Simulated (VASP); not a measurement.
# Zr3TaZn (Pm-3m) in VASP: further runs, part 2 of 2

VASP 6.6.1. The steps go on from the part before.

## Step 4: Single point, PBE

INCAR reads:

```
SYSTEM = Zr3TaZn
PREC     = Accurate       ! precision mode
ENCUT    = 520            ! plane-wave cutoff, eV
EDIFF    = 1E-6           ! SCF threshold, eV
ISMEAR   = 0              ! smearing method
SIGMA    = 0.1            ! smearing width, eV
LREAL    = .False.        ! projectors in reciprocal space
LASPH    = .True.         ! aspherical terms in the spheres
NELM     = 80             ! most SCF steps
ALGO     = Fast           ! electronic algorithm
ISIF     = 2              ! what is computed and relaxed
LWAVE    = .False.        ! write WAVECAR
LCHARG   = .False.        ! write CHGCAR
GGA      = PE             ! functional
NBANDS   = 38             ! bands
```

KPOINTS reads:

```
regular mesh
0
Gamma
  4 4 4
  0 0 0
```

POSCAR reads:

```
Zr3TaZn
1.0
    4.9069206362      0.0000000000      0.0000000000
    0.0000000000      4.9069206362      0.0000000000
    0.0000000000      0.0000000000      4.9069206362
Zr Ta Zn
3 1 1
Direct
    0.0000000000      0.5000000000      0.5000000000
    0.5000000000      0.0000000000      0.5000000000
    0.5000000000      0.5000000000      0.0000000000
    0.0000000000      0.0000000000      0.0000000000
    0.5000000000      0.5000000000      0.5000000000
```

Potentials or basis: VASP PAW PBE potentials, release 64 (Zr_sv, Ta_pv, Zn).

Command:

```console
> cat potpaw_PBE.64/Zr_sv/POTCAR potpaw_PBE.64/Ta_pv/POTCAR potpaw_PBE.64/Zn/POTCAR > POTCAR
> mpirun -np 1 vasp_std > vasp.out
```

OUTCAR:

```text
SYSTEM = Zr3TaZn
   PREC = Accurate
   ENCUT = 520
   EDIFF = 1E-6
   ISMEAR = 0
   LREAL = .False.
   LASPH = .True.
   NELM = 80
   ISIF = 2
   GGA = PE

 ion  position               nearest neighbor table
   1  0.000  0.500  0.500-   5 2.45   5 2.45   4 3.47   2 3.47   3 3.47   4 3.47   2 3.47   4 3.47
                             4 3.47   2 3.47   3 3.47   3 3.47   3 3.47   2 3.47
   2  0.500  0.000  0.500-   5 2.45   5 2.45   4 3.47   1 3.47   3 3.47   4 3.47   1 3.47   3 3.47
                             3 3.47   3 3.47   1 3.47   4 3.47   4 3.47   1 3.47
   3  0.500  0.500  0.000-   5 2.45   5 2.45   4 3.47   1 3.47   1 3.47   2 3.47   2 3.47   2 3.47
                             4 3.47   2 3.47   1 3.47   4 3.47   1 3.47   4 3.47
   4  0.000  0.000  0.000-   1 3.47   2 3.47   3 3.47   1 3.47   2 3.47   1 3.47   3 3.47   1 3.47
                             2 3.47   3 3.47   2 3.47   3 3.47
   5  0.500  0.500  0.500-   1 2.45   2 2.45   3 2.45   3 2.45   2 2.45   1 2.45

  LATTYP: Found a simple cubic cell.
 ALAT       =     4.9069206362

  Lattice vectors:

 A1 = (   4.9069206362,   0.0000000000,   0.0000000000)
 A2 = (   0.0000000000,   4.9069206362,   0.0000000000)
 A3 = (   0.0000000000,   0.0000000000,   4.9069206362)

Analysis of symmetry for initial positions (statically):
[... 173 lines left out ...]
  band No.  band energies     occupation
      1     -42.8290      2.00000
      2     -42.7749      2.00000
      3     -42.7749      2.00000
      4     -28.8709      2.00000
      5     -28.8709      2.00000
      6     -28.8709      2.00000
[... 399 lines left out ...]
     37       9.3730      0.00000
     38       9.3737      0.00000

------------------------ aborting loop because EDIFF is reached ----------------------------------------

  FORCE on cell =-STRESS in cart. coord.  units (eV):
  Direction    XX          YY          ZZ          XY          YZ          ZX
  --------------------------------------------------------------------------------------
  -------------------------------------------------------------------------------------
  Total        0.0034990      0.0034990      0.0034990     -0.0000000      0.0000000     -0.0000000
  in kB        0.0474496      0.0474496      0.0474496     -0.0000000      0.0000000     -0.0000000
  external PRESSURE =       0.0474496 kB  Pullay stress =       0.0000000 kB

 VOLUME and BASIS-vectors are now :
 -----------------------------------------------------------------------------
  energy-cutoff  :      520.00
  volume of cell :      118.15
      direct lattice vectors                 reciprocal lattice vectors
     4.906920636  0.000000000  0.000000000     0.203793799  0.000000000  0.000000000
     0.000000000  4.906920636  0.000000000     0.000000000  0.203793799  0.000000000
     0.000000000  0.000000000  4.906920636     0.000000000  0.000000000  0.203793799

 POSITION                                       TOTAL-FORCE (eV/Angst)
 -----------------------------------------------------------------------------------
      0.00000      2.45346      2.45346         0.000000      0.000000      0.000000
      2.45346      0.00000      2.45346         0.000000      0.000000      0.000000
      2.45346      2.45346      0.00000         0.000000      0.000000      0.000000
      0.00000      0.00000      0.00000         0.000000      0.000000      0.000000
      2.45346      2.45346      2.45346         0.000000      0.000000      0.000000
 -----------------------------------------------------------------------------------
    total drift:                                0.000000      0.000000      0.000000

  FREE ENERGIE OF THE ION-ELECTRON SYSTEM (eV)
  ---------------------------------------------------
  free  energy   TOTEN  =       -33.9539747866 eV

  energy  without entropy=      -33.8785046041  energy(sigma->0) =      -33.91623970
```

OSZICAR:

```text
N       E                     dE             d eps       ncg     rms          rms(c)
DAV:   1     0.665754198131E+03    0.66575E+03   -0.29585E+04   760   0.166E+03
DAV:   2     0.275680701170E+02   -0.63819E+03   -0.62507E+03   798   0.481E+02
DAV:   3    -0.314261909696E+02   -0.58994E+02   -0.57076E+02  1106   0.136E+02
DAV:   4    -0.367214054065E+02   -0.52952E+01   -0.52290E+01  1130   0.311E+01
[... 22 lines left out ...]
RMM:  27    -0.339539720586E+02   -0.16012E-05   -0.23975E-05   852   0.497E-02    0.244E-03
RMM:  28    -0.339539735737E+02   -0.15151E-05   -0.23326E-05   877   0.490E-02    0.156E-03
RMM:  29    -0.339539742590E+02   -0.68531E-06   -0.13989E-05   827   0.485E-02    0.237E-03
RMM:  30    -0.339539748959E+02   -0.63693E-06   -0.14151E-05   855   0.481E-02    0.164E-03
RMM:  31    -0.339539747866E+02    0.10931E-06   -0.57277E-06   815   0.477E-02
   1 F= -.33953975E+02 E0= -.33916240E+02  d E =-.754702E-01
```

Run time: 84 s. Hardware: 1 thread of Intel Xeon Platinum 8259CL at 2.50GHz (Skylake/Cascade Lake), shared host; peak memory 0.23 GiB.

Results:

```yaml
Free_energy: -33.9540 eV
Pressure: 0.0 GPa
Band_gap_on_the_k_mesh: zero (an odd number of electrons rules out a gap without spin polarisation)
```

Caveat: spin-orbit coupling is left out, which moves the levels of the heavy elements.

## Step 5: Summary

```tsv
spin	cell	k mesh	gap on the mesh (eV)	pressure (GPa)
collinear	a = 4.907 Å, 5 atoms	8 × 8 × 8	none	0.1
off	a = 3.786 Å, 5 atoms	4 × 4 × 4	none	328.4
off	a = 4.907 Å, 5 atoms	4 × 4 × 4	none	0.0
```

Alike in all rows: task single point; level PBE; potentials or basis VASP PAW PBE potentials, release 64 (Zr_sv, Ta_pv, Zn); cutoff (eV) 520; smearing gaussian 0.1 eV.

Caveats: some runs use coarse meshes; spin-orbit coupling is left out, which moves the levels of the heavy elements; atoms lie so close that the PAW spheres overlap strongly, which falsifies energies and pressures (at least some runs).

Absolute energies hang on the potentials; compare differences alone.
